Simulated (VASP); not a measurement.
AlRu, 2 atoms in the cell. It takes space group Pm-3m (No. 221, cubic). The conventional cell has a = 3.044 Å, b = 3.044 Å, c = 3.044 Å, α = 90.00°, β = 90.00°, γ = 90.00°. Al (site symmetry m-3m) has 8 Ru at 2.64 Å and 6 Al at 3.04 Å within 3.5 Å. Within 3.5 Å of Ru (site symmetry m-3m) lie 8 Al at 2.64 Å and 6 Ru at 3.04 Å. 

```yaml
Program: VASP 6.6.1
Task: single point
Functional: r2SCAN
Potentials_or_basis: VASP PAW PBE potentials, release 64 (Al, Ru_pv)
Cutoff: 520 eV
k_mesh: 10 × 10 × 10
Occupations: fermi-dirac, width 0.1 eV
Spin: no spin polarisation
Dipole_correction: no
Further_INCAR_settings: ALGO = Normal; EDIFF = 1e-06; NBANDS = 16
```

Potentials or basis: VASP PAW PBE potentials, release 64 (Al, Ru_pv).

Run with:

```bash
$ cat potpaw_PBE.64/Al/POTCAR potpaw_PBE.64/Ru_pv/POTCAR > POTCAR
$ cp INCAR.step1 INCAR
$ mpirun -np 1 vasp_std > vasp.out
$ cp INCAR.step2 INCAR
$ mpirun -np 1 vasp_std > vasp.out
```

Hardware: 1 thread of AMD EPYC 7R43 64-Core Processor (Zen 3) (shared host).

Q: How long does it take, and how much memory?

A: It took 2.3 min on 1 thread of AMD EPYC 7R43 64-Core Processor (Zen 3) (shared host), peak memory 0.12 GiB. Counts: k points 56.
